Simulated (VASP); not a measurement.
# Si3N4 (Fd-3m) in VASP: relaxation of the atoms with LDA

Aim: the relaxation of the atoms of Si3N4 with LDA.

Program: VASP 6.6.1. These are calculated values, not measurements. Logs are shortened: lines on timing, memory, paths and dates and some standing lists are left out, and cuts for length are marked.

## Step 1: The cell of the first run

Symmetry: Fd-3m, No. 227, cubic system. Conventional cell: a = 7.915 Å, b = 7.915 Å, c = 7.915 Å, α = 90.00°, β = 90.00°, γ = 90.00°. Si (site symmetry -3m) has 6 N at 1.92 Å within 2.5 Å. Si (site symmetry -43m) has 4 N at 1.82 Å within 2.4 Å. Within 2.4 Å of N (site symmetry 3m) lie 4 Si at 1.82 to 1.92 Å.

## Step 2: Relaxation of the atoms, LDA (8.86 Å³/atom)

Input file INCAR:

```
SYSTEM = Si3N4
PREC = Accurate
ENCUT = 520
EDIFF = 1E-7
ISMEAR = 0
SIGMA = 0.02
LREAL = .False.
LASPH = .True.
NELM = 120
ALGO = Normal
ISIF = 2
LWAVE = .False.
LCHARG = .False.
IBRION = 2
NSW = 50
EDIFFG = -0.01
GGA_COMPAT = .False.
NELMIN = 4
```

Input file KPOINTS:

```
regular mesh
0
Gamma
  6 6 6
  0 0 0
```

Input file POSCAR:

```
Si3N4
1.0
    0.0000000000      3.9576299534      3.9576299534
    3.9576299534      0.0000000000      3.9576299534
    3.9576299534      3.9576299534      0.0000000000
Si N
6 8
Direct
    0.1250000000      0.1250000000      0.6250000000
    0.1250000000      0.6250000000      0.1250000000
    0.6250000000      0.1250000000      0.1250000000
    0.1250000000      0.1250000000      0.1250000000
    0.7500000000      0.7500000000      0.7500000000
    0.5000000000      0.5000000000      0.5000000000
    0.3672207259      0.3672207259      0.3672207259
    0.3516621778      0.8827792741      0.8827792741
    0.8827792741      0.8827792741      0.3516621778
    0.8827792741      0.3516621778      0.8827792741
    0.3672207259      0.3672207259      0.8983378222
    0.3672207259      0.8983378222      0.3672207259
    0.8827792741      0.8827792741      0.8827792741
    0.8983378222      0.3672207259      0.3672207259
```

Potentials or basis: VASP PAW LDA potentials, release 64 (Si, N).

Launch:

```bash
$ cat potpaw_LDA.64/Si/POTCAR potpaw_LDA.64/N/POTCAR > POTCAR
$ mpirun -np 1 vasp_std > vasp.out
```

OUTCAR:

```text
SYSTEM = Si3N4
   PREC = Accurate
   ENCUT = 520
   EDIFF = 1E-7
   ISMEAR = 0
   LREAL = .False.
   LASPH = .True.
   NELM = 120
   ISIF = 2
   IBRION = 2
   NSW = 50
   EDIFFG = -0.01
   NELMIN = 4

 ion  position               nearest neighbor table
   1  0.125  0.125  0.625-   7 1.92  13 1.92  10 1.92  12 1.92   8 1.92  14 1.92   4 2.80   2 2.80
                             3 2.80   4 2.80   2 2.80   3 2.80
   2  0.125  0.625  0.125-   7 1.92  13 1.92   9 1.92  11 1.92   8 1.92  14 1.92   4 2.80   1 2.80
                             1 2.80   3 2.80   4 2.80   3 2.80
   3  0.625  0.125  0.125-   7 1.92  13 1.92  10 1.92  11 1.92  12 1.92   9 1.92   4 2.80   1 2.80
                             2 2.80   1 2.80   2 2.80   4 2.80
   4  0.125  0.125  0.125-   8 1.92   9 1.92  10 1.92  11 1.92  12 1.92  14 1.92   1 2.80   2 2.80
                             3 2.80   1 2.80   2 2.80   3 2.80
   5  0.750  0.750  0.750-   8 1.82   9 1.82  10 1.82  13 1.82
   6  0.500  0.500  0.500-  11 1.82  12 1.82  14 1.82   7 1.82
   7  0.367  0.367  0.367-   6 1.82   2 1.92   3 1.92   1 1.92
   8  0.352  0.883  0.883-   5 1.82   4 1.92   1 1.92   2 1.92
   9  0.883  0.883  0.352-   5 1.82   4 1.92   2 1.92   3 1.92
  10  0.883  0.352  0.883-   5 1.82   4 1.92   1 1.92   3 1.92
  11  0.367  0.367  0.898-   6 1.82   4 1.92   2 1.92   3 1.92
  12  0.367  0.898  0.367-   6 1.82   4 1.92   1 1.92   3 1.92
  13  0.883  0.883  0.883-   5 1.82   2 1.92   3 1.92   1 1.92
  14  0.898  0.367  0.367-   6 1.82   4 1.92   1 1.92   2 1.92

  LATTYP: Found a face centered cubic cell.
 ALAT       =     7.9152599068

  Lattice vectors:

 A1 = (   0.0000000000,   3.9576299534,   3.9576299534)
 A2 = (   3.9576299534,   0.0000000000,   3.9576299534)
 A3 = (   3.9576299534,   3.9576299534,   0.0000000000)

Analysis of symmetry for initial positions (statically):
=====================================================================
 Subroutine PRICEL returns:
 Original cell was already a primitive cell.

 Routine SETGRP: Setting up the symmetry group for a
 face centered cubic supercell.

 Subroutine GETGRP returns: Found 48 space group operations
 (whereof 24 operations were pure point group operations)
 out of a pool of 48 trial point group operations.

The static configuration has the point symmetry T_d .
 The point group associated with its full space group is O_h .

Analysis of symmetry for dynamics (positions and initial velocities):
=====================================================================
 Subroutine PRICEL returns:
 Original cell was already a primitive cell.

 Routine SETGRP: Setting up the symmetry group for a
 face centered cubic supercell.

 Subroutine GETGRP returns: Found 48 space group operations
 (whereof 24 operations were pure point group operations)
 out of a pool of 48 trial point group operations.

The dynamic configuration has the point symmetry T_d .
[... 111 lines left out ...]
   LSORBIT =      F    spin-orbit coupling
   LASPH  =      T    aspherical Exc in radial PAW
   ENCUT  =  520.0 eV  38.22 Ry    6.18 a.u.  10.41 10.41 10.41*2*pi/ulx,y,z
   NELM   =    120;   NELMIN=  4; NELMDL= -5     # of ELM steps
   EDIFF  = 0.1E-06   stopping-criterion for ELM
   LREAL  =      F    real-space projection
   EDIFFG = -.1E-01   stopping-criterion for IOM
   NSW    =     50    number of steps for IOM
   IBRION =      2    ionic relax: 0-MD 1-quasi-New 2-CG
   NFREE  =      1    steps in history (QN), initial steepest desc. (CG)
   ISIF   =      2    stress and relaxation
   ISYM   =      2    0-nonsym 1-usesym 2-fastsym
   POTIM  = 0.5000    time-step for ionic-motion
   TEBEG  =    0.0;   TEEND  =   0.0 temperature during run
   PSTRESS=    0.0 pullay stress
   NELECT =      64.0000    total number of electrons
   NUPDOWN=      -1.0000    fix difference up-down
   EMIN   =  10.00;   EMAX   =-10.00  energy-range for DOS
   EFERMI =   0.00;   METHOD = LEGACY
   ISMEAR =     0;   SIGMA  =   0.02  broadening in eV -4-tet -1-fermi 0-gaus
   EFERMI_NEDOS =   21; number of points for ismear=-14 and -15
   IALGO  =     38    algorithm
   IMIX   =      4    mixing-type and parameters
     AMIX     =   0.40;   BMIX     =  1.00
     AMIX_MAG =   1.60;   BMIX_MAG =  1.00
  volume/ion in A,a.u.               =       8.86        59.76
  Fermi-wavevector in a.u.,A,eV,Ry     =   1.313277  2.481733 23.465917  1.724696
  Thomas-Fermi vector in A             =   2.443611
   LORBIT       =      0    0 simple, 1 ext, 2 COOP (PROOUT), +10 PAW based schemes
   GGA     = CA    functional components
   LHFCALC =     F    Hartree Fock is set to
   AEXX    =    0.0000 exact exchange contribution
   IVDW    =     0    specifies the selected vdW correction
   LEPSILON=     F    determine dielectric tensor
   LRPA    =     F    only Hartree local field effects (RPA)
 conjugate gradient relaxation of ions
 non-spin polarized calculation
 Gauss-broadening in eV      SIGMA  =   0.02
  energy-cutoff  :      520.00
  volume of cell :      123.98
 maximum number of plane-waves:      3383
 NGX is ok and might be reduce to    42
   NGX = 21   NGY = 21   NGZ = 21

--------------------------------------- Ionic step        1  -------------------------------------------

 number of electron      63.9999998 magnetization

 Free energy of the ion-electron system (eV)
  ---------------------------------------------------
  ext. energy  EPLUGINS =         0.00000000
  ---------------------------------------------------
  free energy    TOTEN  =      -124.80891336 eV

  energy without entropy =     -124.80891336  energy(sigma->0) =     -124.80891336

------------------------ aborting loop because EDIFF is reached ----------------------------------------

  FORCE on cell =-STRESS in cart. coord.  units (eV):
  Direction    XX          YY          ZZ          XY          YZ          ZX
  --------------------------------------------------------------------------------------
  -------------------------------------------------------------------------------------
  Total      -17.5812701    -17.5812701    -17.5812701      0.0000000      0.0000000      0.0000000
  in kB     -227.2088687   -227.2088687   -227.2088687      0.0000000      0.0000000      0.0000000
  external PRESSURE =    -227.2088687 kB  Pullay stress =       0.0000000 kB
[... 83 lines left out ...]
--------------------------------------- Ionic step        3  -------------------------------------------

 number of electron      63.9999999 magnetization

 Free energy of the ion-electron system (eV)
  ---------------------------------------------------
  ext. energy  EPLUGINS =         0.00000000
  ---------------------------------------------------
  free energy    TOTEN  =      -124.80980120 eV

  energy without entropy =     -124.80980120  energy(sigma->0) =     -124.80980120

 E-fermi :   8.4433     XC(G=0): -12.2684

 val. band max:        8.3507906847   @ k =  -0.1667   0.1667   0.0000
 cond. band min:      11.3701331135   @ k =   0.0000   0.0000   0.0000
 fundamental gap:      3.0193424288
 Fermi energy:         8.4432910378

 k-point     1 :       0.0000    0.0000    0.0000
  band No.  band energies     occupation
      1      -9.8214      2.00000
      2      -6.6678      2.00000
      3      -5.7474      2.00000
      4      -5.7474      2.00000
      5      -5.7474      2.00000
      6      -4.8410      2.00000
[... 718 lines left out ...]
  FREE ENERGIE OF THE ION-ELECTRON SYSTEM (eV)
  ---------------------------------------------------
  free  energy   TOTEN  =      -124.8098012047 eV

  energy  without entropy=     -124.8098012047  energy(sigma->0) =     -124.80980120

 reached required accuracy - stopping structural energy minimisation
```

Wall time 5.3 min (1 thread of Intel Xeon 8259CL, shared host); peak memory 0.23 GiB.

What came out:

```
Free energy               : -124.8098 eV
Energy gained by relaxing : 0.1 meV/atom
Ionic steps               : 3
Pressure after relaxing   : -22.6 GPa
Band gap on the k mesh    : 3.02 eV (least direct gap 3.08 eV)
```

The path:
```tsv
step	energy change (eV)	largest force (eV/Å)	pressure (GPa)
1	0.0000	0.0921	-22.72
2	-0.0002	0.0775	-22.54
3	-0.0009	0.0009	-22.63
```

Final structure:
```xyz
14
Lattice="0.0000 3.9576 3.9576 3.9576 0.0000 3.9576 3.9576 3.9576 0.0000" Properties=species:S:1:pos:R:3 pbc="T T T"
Si    2.9682    2.9682    0.9894
Si    2.9682    0.9894    2.9682
Si    0.9894    2.9682    2.9682
Si    0.9894    0.9894    0.9894
Si    5.9364    5.9364    5.9364
Si    3.9576    3.9576    3.9576
N     2.9053    2.9053    2.9053
N     6.9888    4.8841    4.8841
N     4.8841    4.8841    6.9888
N     4.8841    6.9888    4.8841
N     5.0100    5.0100    2.9053
N     5.0100    2.9053    5.0100
N     6.9888    6.9888    6.9888
N     2.9053    5.0100    5.0100
```

A k mesh can miss the band edges.
